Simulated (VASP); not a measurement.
# Pt (R-3m) in VASP: a series of runs, part 2 of 2

VASP 6.6.1. The steps go on from the part before.

## Step 4: Single point, PBEsol (14.59 Å³/atom)

The input, INCAR:

```
SYSTEM = Pt
PREC = Accurate
ENCUT = 520
EDIFF = 1E-6
ISMEAR = 0
SIGMA = 0.15
LREAL = .False.
LASPH = .True.
NELM = 60
ALGO = Fast
ISIF = 2
LWAVE = .False.
LCHARG = .False.
GGA = PS
NBANDS = 11
```

The input, KPOINTS:

```
Automatic mesh
0
Gamma
  22 22 22
  0 0 0
```

The input, POSCAR:

```
Pt
1.0
   -1.7431909374      1.5459519993      1.5459519993
    1.5459519993     -1.7431909374      1.5459519993
    1.5459519993      1.5459519993     -1.7431909374
Pt
1
Direct
    0.0000000000      0.0000000000      0.0000000000
```

Potentials or basis: VASP PAW PBE potentials, release 64 (Pt).

Launch:

```
$ cat potpaw_PBE.64/Pt/POTCAR > POTCAR
$ mpirun -np 1 vasp_std > vasp.out
```

OUTCAR:

```text
SYSTEM = Pt
   PREC = Accurate
   ENCUT = 520
   EDIFF = 1E-6
   ISMEAR = 0
   LREAL = .False.
   LASPH = .True.
   NELM = 60
   ISIF = 2
   GGA = PS

 ion  position               nearest neighbor table
   1  0.000  0.000  0.000-

  LATTYP: Found a trigonal (rhomboedric) cell.
 ALAT       =     2.7961848674
 COS(alpha) =    -0.3836738462

  Lattice vectors:

 A1 = (  -1.7431909374,   1.5459519993,   1.5459519993)
 A2 = (   1.5459519993,  -1.7431909374,   1.5459519993)
 A3 = (   1.5459519993,   1.5459519993,  -1.7431909374)

Analysis of symmetry for initial positions (statically):
=====================================================================
 Subroutine PRICEL returns:
 Original cell was already a primitive cell.

 Routine SETGRP: Setting up the symmetry group for a
 trigonal (rhombohedral) supercell.

 Subroutine GETGRP returns: Found 12 space group operations
 (whereof 12 operations were pure point group operations)
 out of a pool of 12 trial point group operations.

The static configuration has the point symmetry D_3d.

Analysis of symmetry for dynamics (positions and initial velocities):
=====================================================================
 Subroutine PRICEL returns:
 Original cell was already a primitive cell.

 Routine SETGRP: Setting up the symmetry group for a
 trigonal (rhombohedral) supercell.

 Subroutine GETGRP returns: Found 12 space group operations
 (whereof 12 operations were pure point group operations)
 out of a pool of 12 trial point group operations.

The dynamic configuration has the point symmetry D_3d.

 Subroutine INISYM returns: Found 12 space group operations
 (whereof 12 operations are pure point group operations),
 and found     1 'primitive' translations

----------------------------------------------------------------------------------------

                                     Primitive cell

  volume of cell :      14.5910

  direct lattice vectors                    reciprocal lattice vectors
    -1.743190937  1.545951999  1.545951999     0.044462138  0.348492708  0.348492708
     1.545951999 -1.743190937  1.545951999     0.348492708  0.044462138  0.348492708
     1.545951999  1.545951999 -1.743190937     0.348492708  0.348492708  0.044462138

  length of vectors
     2.796184867  2.796184867  2.796184867     0.494844639  0.494844639  0.494844639

  position of ions in fractional coordinates (direct lattice)
     0.000000000  0.000000000  0.000000000

  ion indices of the primitive-cell ions
   primitive index   ion index
                 1           1

----------------------------------------------------------------------------------------

 KPOINTS: Automatic mesh

Automatic generation of k-mesh.
 Grid dimensions read from file:
 generate k-points for:   22   22   22

 Generating k-lattice:

  Cartesian coordinates                     Fractional coordinates (reciprocal lattice)
     0.002021006  0.015840578  0.015840578     0.045454545  0.000000000  0.000000000
     0.015840578  0.002021006  0.015840578     0.000000000  0.045454545  0.000000000
     0.015840578  0.015840578  0.002021006    -0.000000000 -0.000000000  0.045454545

  Length of vectors
     0.022492938  0.022492938  0.022492938

  Shift w.r.t. Gamma in fractional coordinates (k-lattice)
     0.000000000  0.000000000  0.000000000

 Subroutine IBZKPT returns following result:
 ===========================================

 Found   1024 irreducible k-points:

 Following reciprocal coordinates:
            Coordinates               Weight
  0.000000  0.000000  0.000000      1.000000
  0.045455  0.000000  0.000000      6.000000
  0.090909  0.000000  0.000000      6.000000
  0.136364  0.000000  0.000000      6.000000
  0.181818  0.000000  0.000000      6.000000
  0.227273  0.000000  0.000000      6.000000
[... 16 lines left out ...]
  0.500000  0.045455  0.000000     12.000000
 -0.454545  0.045455 -0.000000     12.000000
 [... further k-points ...]
   k-points           NKPTS =   1024   k-points in BZ     NKDIM =   1024   number of bands    NBANDS=     11
   number of dos      NEDOS =    301   number of ions     NIONS =      1
   total plane-waves  NPLWV =  13824
   dimension x,y,z NGX =    24 NGY =   24 NGZ =   24
   dimension x,y,z NGXF=    48 NGYF=   48 NGZF=   48
   ions per type =               1
   NGX,Y,Z   is equivalent  to a cutoff of  14.27, 14.27, 14.27 a.u.
   NGXF,Y,Z  is equivalent  to a cutoff of  28.54, 28.54, 28.54 a.u.
 SYSTEM =  Pt
   PREC   = accura    normal or accurate (medium, high low for compatibility)
   ISTART =      0    job   : 0-new  1-cont  2-samecut
   ICHARG =      2    charge: 1-file 2-atom 10-const
   ISPIN  =      1    spin polarized calculation?
   LNONCOLLINEAR =      F non collinear calculations
   LSORBIT =      F    spin-orbit coupling
   LASPH  =      T    aspherical Exc in radial PAW
   ENCUT  =  520.0 eV  38.22 Ry    6.18 a.u.   5.20  5.20  5.20*2*pi/ulx,y,z
   NELM   =     60;   NELMIN=  2; NELMDL= -5     # of ELM steps
   EDIFF  = 0.1E-05   stopping-criterion for ELM
   LREAL  =      F    real-space projection
   EDIFFG = 0.1E-04   stopping-criterion for IOM
   NSW    =      0    number of steps for IOM
   IBRION =     -1    ionic relax: 0-MD 1-quasi-New 2-CG
   NFREE  =      0    steps in history (QN), initial steepest desc. (CG)
   ISIF   =      2    stress and relaxation
   ISYM   =      2    0-nonsym 1-usesym 2-fastsym
   POTIM  = 0.5000    time-step for ionic-motion
   TEBEG  =    0.0;   TEEND  =   0.0 temperature during run
   PSTRESS=    0.0 pullay stress
   NELECT =      10.0000    total number of electrons
   NUPDOWN=      -1.0000    fix difference up-down
   EMIN   =  10.00;   EMAX   =-10.00  energy-range for DOS
   EFERMI =   0.00;   METHOD = LEGACY
   ISMEAR =     0;   SIGMA  =   0.15  broadening in eV -4-tet -1-fermi 0-gaus
   EFERMI_NEDOS =   21; number of points for ismear=-14 and -15
   IALGO  =     68    algorithm
   IMIX   =      4    mixing-type and parameters
     AMIX     =   0.40;   BMIX     =  1.00
     AMIX_MAG =   1.60;   BMIX_MAG =  1.00
  volume/ion in A,a.u.               =      14.59        98.46
  Fermi-wavevector in a.u.,A,eV,Ry     =   1.443377  2.727587 28.345527  2.083337
  Thomas-Fermi vector in A             =   2.561792
   LORBIT       =      0    0 simple, 1 ext, 2 COOP (PROOUT), +10 PAW based schemes
   GGA     = PS    functional components
   LHFCALC =     F    Hartree Fock is set to
   AEXX    =    0.0000 exact exchange contribution
   IVDW    =     0    specifies the selected vdW correction
   LEPSILON=     F    determine dielectric tensor
   LRPA    =     F    only Hartree local field effects (RPA)
 non-spin polarized calculation
 RMM-DIIS sequential band-by-band and
 Gauss-broadening in eV      SIGMA  =   0.15
  energy-cutoff  :      520.00
  volume of cell :       14.59
 maximum number of plane-waves:       410
 NGX is ok and might be reduce to    24
   NGX = 11   NGY = 11   NGZ = 11

 number of electron      10.0000000 magnetization

 number of electron       9.9999999 magnetization

 Free energy of the ion-electron system (eV)
  ---------------------------------------------------
  ext. energy  EPLUGINS =         0.00000000
  ---------------------------------------------------
  free energy    TOTEN  =        -6.16887079 eV

  energy without entropy =       -6.15457851  energy(sigma->0) =       -6.16172465

 E-fermi :  11.6528     XC(G=0): -13.7693

 val. band max:       11.6513556971   @ k =   0.4545   0.4091   0.0909
 cond. band min:      11.6570674136   @ k =   0.5000   0.3182   0.1364
 fundamental gap:      0.0057117165
 Fermi energy:        11.6527841285

 k-point     1 :       0.0000    0.0000    0.0000
  band No.  band energies     occupation
      1       1.0755      2.00000
      2       5.1774      2.00000
      3       8.0237      2.00000
      4       8.0237      2.00000
      5      11.2407      1.99990
      6      11.2407      1.99990
      7      26.3286      0.00000
      8      29.1090      0.00000
      9      29.1090      0.00000
     10      39.2849      0.00000
     11      39.2861      0.00000
[... 309 lines left out ...]
 k-point    24 :      -0.4545    0.0455   -0.0000
  band No.  band energies     occupation
      1       4.3243      2.00000
      2       6.3194      2.00000
      3       9.5120      2.00000
      4       9.8644      2.00000
      5      11.9211      0.01142
      6      12.4623      0.00000
      7      22.0003      0.00000
      8      24.5249      0.00000
      9      28.3209      0.00000
     10      34.7226      0.00000
     11      36.4800      0.00000

 [... further k-points ...]

------------------------ aborting loop because EDIFF is reached ----------------------------------------

  FORCE on cell =-STRESS in cart. coord.  units (eV):
  Direction    XX          YY          ZZ          XY          YZ          ZX
  --------------------------------------------------------------------------------------
  -------------------------------------------------------------------------------------
  Total        3.2202989      3.2202989      3.2202989      3.6074556      3.6074556      3.6074556
  in kB      353.6077015    353.6077015    353.6077015    396.1197669    396.1197669    396.1197669
  external PRESSURE =     353.6077015 kB  Pullay stress =       0.0000000 kB

 VOLUME and BASIS-vectors are now :
 -----------------------------------------------------------------------------
  energy-cutoff  :      520.00
  volume of cell :       14.59
      direct lattice vectors                 reciprocal lattice vectors
    -1.743190937  1.545951999  1.545951999     0.044462138  0.348492708  0.348492708
     1.545951999 -1.743190937  1.545951999     0.348492708  0.044462138  0.348492708
     1.545951999  1.545951999 -1.743190937     0.348492708  0.348492708  0.044462138

 POSITION                                       TOTAL-FORCE (eV/Angst)
 -----------------------------------------------------------------------------------
      0.00000      0.00000      0.00000        -0.000000      0.000000     -0.000000
 -----------------------------------------------------------------------------------
    total drift:                               -0.000000      0.000000      0.000000

  FREE ENERGIE OF THE ION-ELECTRON SYSTEM (eV)
  ---------------------------------------------------
  free  energy   TOTEN  =        -6.1688707944 eV

  energy  without entropy=       -6.1545785136  energy(sigma->0) =       -6.16172465
```

OSZICAR:

```text
N       E                     dE             d eps       ncg     rms          rms(c)
DAV:   1     0.400232023595E+02    0.40023E+02   -0.53832E+03 23000   0.849E+02
DAV:   2    -0.592238982202E+01   -0.45946E+02   -0.44198E+02 25884   0.179E+02
DAV:   3    -0.652671943127E+01   -0.60433E+00   -0.60165E+00 26481   0.196E+01
DAV:   4    -0.652910647948E+01   -0.23870E-02   -0.23869E-02 25885   0.144E+00
DAV:   5    -0.652912490189E+01   -0.18422E-04   -0.18422E-04 26506   0.116E-01    0.164E+01
RMM:   6    -0.621923788182E+01    0.30989E+00   -0.26521E-01 22653   0.439E+00    0.893E+00
RMM:   7    -0.617322596681E+01    0.46012E-01   -0.65311E-02 23993   0.231E+00    0.265E+00
RMM:   8    -0.616891033146E+01    0.43156E-02   -0.85206E-03 24574   0.843E-01    0.378E-01
RMM:   9    -0.616886097146E+01    0.49360E-04   -0.58530E-04 26952   0.201E-01    0.751E-02
RMM:  10    -0.616886952160E+01   -0.85501E-05   -0.96709E-05 26825   0.743E-02    0.629E-02
RMM:  11    -0.616887141183E+01   -0.18902E-05   -0.21454E-05 27255   0.308E-02    0.115E-02
RMM:  12    -0.616887079444E+01    0.61739E-06   -0.61973E-06 24637   0.193E-02
   1 F= -.61688708E+01 E0= -.61617247E+01  d E =-.142923E-01
```

It took 54 s on 1 thread of Intel Xeon 6975P-C (Granite Rapids), shared host; peak memory 0.29 GiB.

Results:

```
Free energy            : -6.1689 eV
Pressure               : 35.4 GPa
Band gap on the k mesh : zero (bands 5 and 6 overlap by 4.30 eV)
```

Stress tensor (GPa, compression positive):
```
35.36 39.61 39.61
39.61 35.36 39.61
39.61 39.61 35.36
```

Levels at points of the mesh, in eV from the Fermi level:
```csv
k point,band 3,band 4,band 5,band 6,band 7,band 8
"(0.00, 0.00, 0.00)",-3.63,-3.63,-0.41,-0.41,14.68,17.46
"(0.50, 0.00, 0.00)",-1.84,-1.80,1.15,1.20,9.82,12.49
"(0.50, 0.50, 0.00)",-1.08,-0.28,-0.20,0.78,5.02,11.95
"(0.50, 0.50, 0.50)",-0.36,-0.36,2.09,7.83,7.83,8.58
```

Caveat: the cell stands under pressure; the PAW data sets were made with another functional, which shifts forces and pressure a little; spin-orbit coupling is left out, which moves the levels of the heavy elements.

## Step 5: Overview

| cell | further INCAR settings | gap on the mesh (eV) | pressure (GPa) |
| --- | --- | --- | --- |
| a = 3.123 Å, angles 116.4°, 1 atom | ALGO = Fast; EDIFF = 1e-07; NBANDS = 11 | none | 226.0 |
| a = 2.449 Å, angles 93.6°, 1 atom | ALGO = Fast; EDIFF = 1e-07; NBANDS = 11 | none | 56.4 |
| a = 2.796 Å, angles 112.6°, 1 atom | ALGO = Fast; EDIFF = 1e-06; NBANDS = 11 | none | 35.4 |

Alike in all rows: task single point; level PBEsol; potentials or basis VASP PAW PBE potentials, release 64 (Pt); no spin polarisation; k mesh 22 × 22 × 22; cutoff (eV) 520; smearing gaussian 0.15 eV.

Caveats: the cell stands under pressure; the PAW data sets were made with another functional, which shifts forces and pressure a little; spin-orbit coupling is left out, which moves the levels of the heavy elements; atoms lie so close that the PAW spheres overlap strongly, which falsifies energies and pressures (at least some runs).

Absolute energies hang on the potentials; compare differences alone.
